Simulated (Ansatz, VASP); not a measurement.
Two plane-wave programs on Na

```xyz
2
Lattice="0.0000 3.9764 3.9764 3.9764 0.0000 3.9764 3.9764 3.9764 0.0000" Properties=species:S:1:pos:R:3 pbc="T T T"
Na    0.9941    0.9941    0.9941
Na    6.9586    6.9586    6.9586
```

Alike in both runs: task single point; functional revPBE; k mesh 8 × 8 × 8; occupations fermi-dirac, width 0.1 eV; no spin polarisation.

```csv
,VASP,Ansatz
version,VASP 6.6.1,Ansatz 0.2.0
potentials or method,"VASP PAW PBE potentials, release 64 (Na_pv), cutoff 520 eV","plane waves (420 eV) with PAW, scalar-relativistic"
valence electrons in the cell,14,18
```

```csv
,VASP,Ansatz,Ansatz less VASP
pressure (GPa),-0.2,-0.2,+0.01
```

VASP's potentials were made for PBE, not for revPBE. VASP's potentials hold 14 valence electrons a cell and Ansatz's 18, so a difference there can come from the potentials and not from the codes.
